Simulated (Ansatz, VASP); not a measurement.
## One calculation of Cu, two programs

```
CELL_PARAMETERS angstrom
1.09662 -3.97638 0.00000
1.09662 3.97638 0.00000
0.00000 0.00000 2.47550
ATOMIC_POSITIONS crystal
Cu 0.13387 0.86613 0.25000
Cu 0.86613 0.13387 0.75000
```

Change from the starting cell: strain -0.1000 x Voigt [1, 0, 0, 0, 0, 0], atoms carried along.

Alike in both runs: task single point; functional PBEsol; k mesh 20 × 20 × 20; occupations gaussian, width 0.15 eV; no spin polarisation.

```csv
,VASP,Ansatz
version,VASP 6.6.1,Ansatz 0.2.0
potentials or method,"VASP PAW PBE potentials, release 64 (Cu), cutoff 520 eV","scalar-relativistic, plane waves, PAW"
valence electrons in the cell,22,38
```

Ansatz gave:

- gap on the k mesh at the Fermi level (eV): none
- pressure (GPa): 21.4
- traceless stress, the component that is largest in VASP (GPa): 31.38
- rms of the force components (eV/Å): 0.236

**Question.** Estimate VASP's values.

**Answer.** gap on the k mesh at the Fermi level (eV): none; pressure (GPa): 22.0; traceless stress, the component that is largest in VASP (GPa): 31.23; rms of the force components (eV/Å): 0.242.

VASP's potentials were made for PBE, not for PBEsol. Atom by atom the forces differ by 0.006 eV/Å (rms over components). A gap of «none» marks a metal or a gap that the smearing closes. With one functional, cell and mesh, what is left measures potentials, basis and numerics. VASP's potentials hold 22 valence electrons a cell and Ansatz's 38, so a difference there can come from the potentials and not from the codes.
